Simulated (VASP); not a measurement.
Runs of VASP 6.6.1 on ZnPb2. The structure is that of space group P6/mmm (No. 191), or close to it. The cells are those of the table. 

```csv
task,cell,k mesh,cutoff (eV),gap on the mesh (eV),pressure (GPa)
single point,"a = 5.494, b = 5.494, c = 3.272 Å, angles 90.0, 90.0, 120.0°, 3 atoms",12 × 12 × 14,520,none,0.0
single point,"a = 4.865, b = 4.865, c = 3.422 Å, angles 90.0, 90.0, 120.0°, 3 atoms",6 × 6 × 6,520,none,15.2
relaxation of cell and atoms,"relaxed from a = 4.865, b = 4.865, c = 3.422 Å, angles 90.0, 90.0, 120.0°, 3 atoms",6 × 6 × 6,600,none,0.0
single point,"a = 5.444, b = 5.444, c = 3.310 Å, angles 90.0, 90.0, 120.0°, 3 atoms",6 × 6 × 6,520,none,(a)
```

Alike in all rows: level PBE; potentials or basis VASP PAW PBE potentials, release 64 (Zn, Pb_d); no spin polarisation; smearing gaussian 0.1 eV.

Problem. Fill in the values left out.

Solution. (a) 0.2.

Caveats: spin-orbit coupling is left out, which moves the levels of the heavy elements.

A k mesh can miss the band edges, and the runs leave out spin-orbit coupling on Pb.

A gap of «none» marks levels without a gap at the run's occupations.
